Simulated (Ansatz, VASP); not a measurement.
One calculation of Br, two programs

```
CELL_PARAMETERS angstrom
-1.39443 1.39443 3.50449
1.39443 -1.39443 3.50449
1.39443 1.39443 -3.50449
ATOMIC_POSITIONS crystal
Br 0.00000 0.00000 0.00000
```

Change from the starting cell: volume scaled by 0.94.

Alike in both runs: task single point; functional revpbe exchange, lda correlation; k mesh 10 × 10 × 10; occupations gaussian, width 0.025 eV; non-collinear spin.

|  | VASP | Ansatz |
| --- | --- | --- |
| version | VASP 6.6.1 | Ansatz 0.2.0 |
| potentials or method | VASP PAW PBE potentials, release 64 (Br), cutoff 500 eV | all-electron LAPW, point nuclei |

```csv
,VASP,Ansatz,Ansatz less VASP
gap on the k mesh at the Fermi level (eV),none,none,-
pressure (GPa),11.0,11.1,+0.08
"traceless stress, the component that is largest in VASP (GPa)",-4.69,-4.72,-0.029
net moment per atom (μB),0.00,0.00,0.000
```

VASP's potentials were made for PBE, not for revpbe exchange, lda correlation. A gap of «none» marks a metal or a gap that the smearing closes. Ansatz ran all-electron here, and VASP with PAW potentials.

Noted on Ansatz's run: the k mesh is thin for a metal, which can move the energy by tens of meV per atom.
